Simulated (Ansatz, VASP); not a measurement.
**One calculation of Ga2O3, two programs**

File POSCAR:

```
Ga2O3
1.0
    2.4424165368      1.4101298450      4.3910261139
   -2.4424165368      1.4101298450      4.3910261139
    0.0000000000     -2.8202596900      4.3910261139
Ga O
4 6
Direct
    0.8553745505      0.8553745505      0.8553745505
    0.6446254495      0.6446254495      0.6446254495
    0.1446254495      0.1446254495      0.1446254495
    0.3553745505      0.3553745505      0.3553745505
    0.7500000000      0.4463013970      0.0536986030
    0.4463013970      0.0536986030      0.7500000000
    0.0536986030      0.7500000000      0.4463013970
    0.2500000000      0.5536986030      0.9463013970
    0.9463013970      0.2500000000      0.5536986030
    0.5536986030      0.9463013970      0.2500000000
```

File INCAR.step1:

```
SYSTEM = Ga2O3
PREC     = Accurate       ! precision mode
ENCUT    = 520            ! plane-wave cutoff, eV
ISMEAR   = 0              ! smearing method
SIGMA    = 0.01           ! smearing width, eV
LREAL    = .False.        ! projectors in reciprocal space
LASPH    = .True.         ! aspherical terms in the spheres
NELM     = 100            ! most SCF steps
NBANDS   = 55             ! bands
GGA      = PE             ! functional
ALGO     = Normal         ! electronic algorithm
EDIFF    = 1E-4           ! SCF threshold, eV
LWAVE    = .True.         ! write WAVECAR
LCHARG   = .False.        ! write CHGCAR
```

INCAR.step2

```
SYSTEM = Ga2O3
PREC     = Accurate       ! precision mode
ENCUT    = 520            ! plane-wave cutoff, eV
EDIFF    = 1E-6           ! SCF threshold, eV
ISMEAR   = 0              ! smearing method
SIGMA    = 0.01           ! smearing width, eV
LREAL    = .False.        ! projectors in reciprocal space
LASPH    = .True.         ! aspherical terms in the spheres
NELM     = 100            ! most SCF steps
ALGO     = Normal         ! electronic algorithm
ISIF     = 2              ! what is computed and relaxed
LWAVE    = .False.        ! write WAVECAR
LCHARG   = .False.        ! write CHGCAR
METAGGA  = R2SCAN         ! meta-GGA
LMIXTAU  = .True.       
NBANDS   = 55             ! bands
ISTART   = 1
```

Contents of KPOINTS:

```
regular mesh
0
Gamma
  6 6 6
  0 0 0
```

Input for Ansatz:

```yaml
crystal:
  lattice:
    - [2.4424165368, 1.410129845, 4.3910261139]
    - [-2.4424165368, 1.410129845, 4.3910261139]
    - [0.0, -2.82025969, 4.3910261139]
  atoms:
    - { symbol: Ga, position: [0.8553745505, 0.8553745505, 0.8553745505] }
    - { symbol: Ga, position: [0.6446254495, 0.6446254495, 0.6446254495] }
    - { symbol: Ga, position: [0.1446254495, 0.1446254495, 0.1446254495] }
    - { symbol: Ga, position: [0.3553745505, 0.3553745505, 0.3553745505] }
    - { symbol: O, position: [0.75, 0.446301397, 0.053698603] }
    - { symbol: O, position: [0.446301397, 0.053698603, 0.75] }
    - { symbol: O, position: [0.053698603, 0.75, 0.446301397] }
    - { symbol: O, position: [0.25, 0.553698603, 0.946301397] }
    - { symbol: O, position: [0.946301397, 0.25, 0.553698603] }
    - { symbol: O, position: [0.553698603, 0.946301397, 0.25] }
kpoints:
  mp_grid: { grid: [6, 6, 6] }
  band_path:
    path:
      - [0.0, 0.0, 0.0]
      - [0.5, 0.5, 0.5]
      - [0.7645798177, 0.2354201823, 0.5]
      - [0.5, -0.2354201823, 0.2354201823]
      - [0.5, 0.0, 0.0]
      - [0.3677100911, -0.3677100911, 0.0]
      - [0.6322899089, 0.0, 0.3677100911]
      - [0.5, 0.0, 0.5]
      - [0.0, 0.171875, -0.171875]
    npoints: 1
hamiltonian:
  xc: r2scan
scf:
  occupations: { method: fixed }
  n_extra_bands: 6
output:
  forces: true
  stress: true
  eigenvalues: true
```

Change from the starting cell: hydrostatic strain -2.0%.

Alike in both runs: task single point; functional r2SCAN; k mesh 6 × 6 × 6; no spin polarisation.

|  | VASP | Ansatz |
| --- | --- | --- |
| version | VASP 6.6.1 | Ansatz 0.2.0 |
| potentials or method | VASP PAW PBE potentials, release 64 (Ga_d, O) | plane waves, PAW |
| plane-wave cutoff (eV) | 520 | 500 |
| occupations | gaussian, width 0.01 eV | fixed |
| valence electrons in the cell | 88 | 88 |

|  | VASP | Ansatz | Ansatz less VASP |
| --- | --- | --- | --- |
| gap on the k mesh at the Fermi level (eV) | 4.24 | 4.25 | +0.009 |
| pressure (GPa) | 18.8 | 16.4 | -2.48 |
| traceless stress, the component that is largest in VASP (GPa) | -1.66 | -1.31 | +0.344 |
| rms of the force components (eV/Å) | 0.029 | 0.001 | -0.0278 |

VASP's potentials were made for PBE, not for r2SCAN. Atom by atom the forces differ by 0.028 eV/Å (rms over components).
